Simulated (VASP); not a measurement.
Set up this calculation in VASP 6.6.1, as the native input.

| Property | Result |
| --- | --- |
| Task | single point |
| Functional | PBE |
| Potentials or basis | VASP PAW PBE potentials, release 64 (Sc_sv, Te, As) |
| Cutoff | 520 eV |
| k mesh | 8 × 8 × 8 |
| Occupations | gaussian, width 0.1 eV |
| Spin | no spin polarisation |
| Dipole correction | no |
| k mesh for the DOS | 12 × 12 × 12 |
| Occupations for the DOS | tetrahedron |
| Further INCAR settings | ALGO = Normal; EDIFF = 1e-07 |

The system is ScTeAs3.

```
Sc Te As
1.0
     5.12111    0.00000    0.00000
     0.00000    5.12111    0.00000
     0.00000    0.00000    5.12111
Sc Te As
1 1 3
Cartesian
  0.0000 0.0000 0.0000
  2.5606 2.5606 2.5606
  2.5606 0.0000 0.0000
  0.0000 0.0000 2.5606
  0.0000 2.5606 0.0000
```

These files were run (other wordings do the same):

POSCAR

```
ScTeAs3
1.0
    5.1211065017      0.0000000000      0.0000000000
    0.0000000000      5.1211065017      0.0000000000
    0.0000000000      0.0000000000      5.1211065017
Sc Te As
1 1 3
Direct
    0.0000000000      0.0000000000      0.0000000000
    0.5000000000      0.5000000000      0.5000000000
    0.5000000000      0.0000000000      0.0000000000
    0.0000000000      0.0000000000      0.5000000000
    0.0000000000      0.5000000000      0.0000000000
```

INCAR.step1

```
PREC = Accurate ; ENCUT = 520
EDIFF = 1E-7 ; ISMEAR = 0
SIGMA = 0.1 ; LREAL = False
LASPH = True ; NELM = 100
ALGO = Normal ; ISIF = 2
LWAVE = False ; LCHARG = True
LMAXMIX = 4 ; GGA = PE
NBANDS = 24
```

KPOINTS.step1

```
regular mesh
0
Gamma
  8 8 8
```

INCAR.step2

```
PREC = Accurate ; ENCUT = 520
EDIFF = 1E-7 ; ISMEAR = -5
SIGMA = 0.1 ; LREAL = False
LASPH = True ; NELM = 100
ALGO = Normal ; ISIF = 2
LWAVE = False ; LCHARG = False
LMAXMIX = 4 ; GGA = PE
LORBIT = 10 ; NEDOS = 1001
ICHARG = 11
```

KPOINTS.step2

```
regular mesh
0
Gamma
  12 12 12
```

Potentials or basis: VASP PAW PBE potentials, release 64 (Sc_sv, Te, As).

Run with:

```console
$ cat potpaw_PBE.64/Sc_sv/POTCAR potpaw_PBE.64/Te/POTCAR potpaw_PBE.64/As/POTCAR > POTCAR
$ cp INCAR.step1 INCAR
$ cp KPOINTS.step1 KPOINTS
$ mpirun -np 1 vasp_std > vasp.out
$ cp INCAR.step2 INCAR
$ cp KPOINTS.step2 KPOINTS
$ mpirun -np 1 vasp_std > vasp.out
```

Results of the run:

* Valence electrons inside the program's atomic spheres: Sc 9.75; Te 3.17; As 2.66

It took 6.4 min on 1 thread of Oxide Virtual Turin-like Processor, on a shared host, peak memory 0.38 GiB.
